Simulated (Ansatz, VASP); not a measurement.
# ZrPdSe4: VASP beside Ansatz

Contents of INCAR:

```
SYSTEM = ZrPdSe4
PREC     = Accurate       ! precision mode
ENCUT    = 600            ! plane-wave cutoff, eV
EDIFF    = 1E-7           ! SCF threshold, eV
ISMEAR   = 0              ! smearing method
SIGMA    = 0.1            ! smearing width, eV
LREAL    = .FALSE.        ! projectors in reciprocal space
LASPH    = .TRUE.         ! aspherical terms in the spheres
NELM     = 80             ! most SCF steps
ALGO     = Normal         ! electronic algorithm
ISIF     = 3              ! what is computed and relaxed
LWAVE    = .FALSE.        ! write WAVECAR
LCHARG   = .FALSE.        ! write CHGCAR
GGA      = PE             ! functional
IBRION   = 2              ! ionic algorithm
NSW      = 90             ! ionic steps
EDIFFG   = -0.04          ! ionic threshold
```

KPOINTS

```
Automatic mesh
0
G
  4 4 4
  0 0 0
```

File POSCAR:

```
ZrPdSe4
1.0
   -3.5363331200      3.5363331200      3.3551752100
    3.5363331200     -3.5363331200      3.3551752100
    3.5363331200      3.5363331200     -3.3551752100
Zr Pd Se
1 1 4
Direct
    0.0000000000      0.0000000000      0.0000000000
    0.5000000000      0.5000000000      0.0000000000
    0.5000000000      0.8134157200      0.3134157200
    0.5000000000      0.1865842800      0.6865842800
    0.8134157200      0.5000000000      0.3134157200
    0.1865842800      0.5000000000      0.6865842800
```

Input for Ansatz:

```yaml
crystal:
  lattice:
    - [-3.53633312, 3.53633312, 3.35517521]
    - [3.53633312, -3.53633312, 3.35517521]
    - [3.53633312, 3.53633312, -3.35517521]
  atoms:
    - { symbol: Zr, position: [0.0, 0.0, 0.0] }
    - { symbol: Pd, position: [0.5, 0.5, 0.0] }
    - { symbol: Se, position: [0.5, 0.81341572, 0.31341572] }
    - { symbol: Se, position: [0.5, 0.18658428, 0.68658428] }
    - { symbol: Se, position: [0.81341572, 0.5, 0.31341572] }
    - { symbol: Se, position: [0.18658428, 0.5, 0.68658428] }
basis:
  ecutwfc: 420
kpoints:
  mp_grid: { grid: [4, 4, 4] }
hamiltonian:
  xc: pbe
scf:
  occupations: { method: gaussian, width: 0.1 }
  lower_state_search: "off"
output:
  forces: true
  stress: true
  eigenvalues: true
relax:
  adjacent_minimum: "off"
  f_tol: 0.04
  max_steps: 70
  cell: { stress_tol: 0.4 }
```

Alike in both runs: task relaxation of cell and atoms; functional PBE; k mesh 4 × 4 × 4; occupations gaussian, width 0.1 eV; no spin polarisation.

```csv
,VASP,Ansatz
version,VASP 6.6.1,Ansatz 0.2.0
potentials or method,"VASP PAW PBE potentials, release 64 (Zr_sv, Pd, Se), cutoff 600 eV","scalar-relativistic, plane waves, PAW"
valence electrons in the cell,46,94
```

|  | VASP | Ansatz | Ansatz less VASP |
| --- | --- | --- | --- |
| gap on the k mesh at the Fermi level, each at its own relaxed structure (eV) | none | none | - |
| relaxed volume (Å³/atom) | 25.59 | 25.57 | -0.020 |
| relaxed length of the cell vector where the two differ most in proportion (Å) | 6.041 | 6.037 | -0.0032 |

A gap of «none» marks a metal or a gap that the smearing closes. VASP's potentials hold 46 valence electrons a cell and Ansatz's 94, so a difference there can come from the potentials and not from the codes.
